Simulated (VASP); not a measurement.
Set up this calculation in VASP 6.6.1, as the native input.

| Property | Result |
| --- | --- |
| Task | relaxation of cell and atoms |
| Functional | PBE |
| Potentials or basis | VASP PAW PBE potentials, release 64 (N, Si, Zn, Ga_d) |
| Cutoff | 600 eV |
| k mesh | 3 × 3 × 3 |
| Occupations | gaussian, width 0.1 eV |
| Spin | no spin polarisation |
| Dipole correction | no |
| Further INCAR settings | LREAL = Auto; ALGO = Normal; EDIFF = 1e-06; ISYM = 0; IBRION = 2; EDIFFG = -0.04; NSW = 70; ISIF = 3 |

The structure of Zn2Ga3Si3N8 lies in POSCAR:

```
Zn2Ga3Si3N8
1.0
    0.0000000000      0.0000000000     -4.9966125800
    3.0843287400      5.3422140800      0.0000000000
    3.0843287600     -5.3422140800      0.0000000000
N Si Zn Ga
8 3 2 3
Direct
    0.6138038681      0.1690298428      0.3314488820
    0.6181781368      0.1627506674      0.8226067928
    0.6301174747      0.6670168695      0.3384096424
    0.6265505259      0.6671265206      0.8377307942
    0.1181662985      0.3413136885      0.6708799546
    0.1249016408      0.3292576218      0.1599263007
    0.1248792254      0.8400239473      0.6729308152
    0.1178349583      0.8364300910      0.1717837648
    0.0021877230      0.6642764710      0.8278625782
    0.4983920066      0.3296925755      0.6569368241
    0.5022810612      0.8314307240      0.1612870985
    0.9948795961      0.6650826827      0.3310981184
    0.5029627246      0.8296964160      0.6684851136
    0.9978165249      0.1676969544      0.3387579068
    0.0077155197      0.1673125557      0.8282687717
    0.4976425572      0.3301523083      0.1636583153
```

These files were run (other wordings do the same):

INCAR

```
SYSTEM = Zn2Ga3Si3N8
ALGO = Normal ; EDIFF = 1E-6
EDIFFG = -0.04 ; ENCUT = 600
GGA = PE ; IBRION = 2
ISIF = 3 ; ISMEAR = 0
ISYM = 0 ; LASPH = .True.
LCHARG = .False. ; LREAL = Auto
LWAVE = .False. ; NELM = 100
NSW = 70 ; PREC = Accurate
SIGMA = 0.1
```

KPOINTS

```
k-points
0
Gamma
  3 3 3
  0 0 0
```

Potentials or basis: VASP PAW PBE potentials, release 64 (N, Si, Zn, Ga_d).

Run with:

```sh
$ cat potpaw_PBE.64/N/POTCAR potpaw_PBE.64/Si/POTCAR potpaw_PBE.64/Zn/POTCAR potpaw_PBE.64/Ga_d/POTCAR > POTCAR
$ mpirun -np 1 vasp_std > vasp.out
```

It gave:

- Relaxed volume: 11.17 Å³/atom
- Relaxed cell: a = 5.120 Å, b = 6.337 Å, c = 6.363 Å, α = 120.06°, β = 89.77°, γ = 90.08°
- Space group after relaxing (to 0.1 Å): P1 (No. 1)
- Energy gained by relaxing: 253.6 meV/atom
- Ionic steps: 20
- Pressure after relaxing: 0.0 GPa
- Largest force after relaxing: 0.028 eV/Å
- Band gap on the k mesh: zero (an odd number of electrons rules out a gap without spin polarisation)

Caveat: the k points lie up to 0.41 Å⁻¹ apart in the final cell, too coarse for converged energies and pressures of a metal; an odd number of electrons without spin polarisation forces a metal; a magnetic or distorted state may lie lower.

It took 37 min on 1 thread of Intel(R) Xeon(R) 6975P-C (Granite Rapids), on a shared host, peak memory 0.4 GiB.
